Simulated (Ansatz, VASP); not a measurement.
SiC: VASP beside Ansatz

```
CELL_PARAMETERS angstrom
0.00000 2.18965 2.18965
2.18965 0.00000 2.18965
2.18965 2.18965 0.00000
ATOMIC_POSITIONS crystal
Si 0.25000 0.25000 0.25000
C 0.00000 0.00000 0.00000
```

Alike in both runs: functional PBE; k mesh 6 × 6 × 6; occupations gaussian, width 0.1 eV; no spin polarisation.

Ansatz relaxed the structure, and its values are those at the end. VASP's run is a single point on that final structure, the one shown.

|  | VASP | Ansatz |
| --- | --- | --- |
| version | VASP 6.6.1 | Ansatz 0.2.0 |
| potentials or method | VASP PAW PBE potentials, release 64 (Si, C), cutoff 600 eV | scalar-relativistic, plane waves, PAW |
| valence electrons in the cell | 8 | 8 |

VASP gave:

| Property | Result |
| --- | --- |
| gap on the k mesh at the Fermi level (eV) | 1.36 |
| least direct gap on the mesh (eV) | 4.52 |
| pressure (GPa) | -0.1 |

Task: Which values does Ansatz return?

Result: gap on the k mesh at the Fermi level (eV): 1.37; least direct gap on the mesh (eV): 4.53; pressure (GPa): 0.1.

With one functional, cell and mesh, what is left measures potentials, basis and numerics.
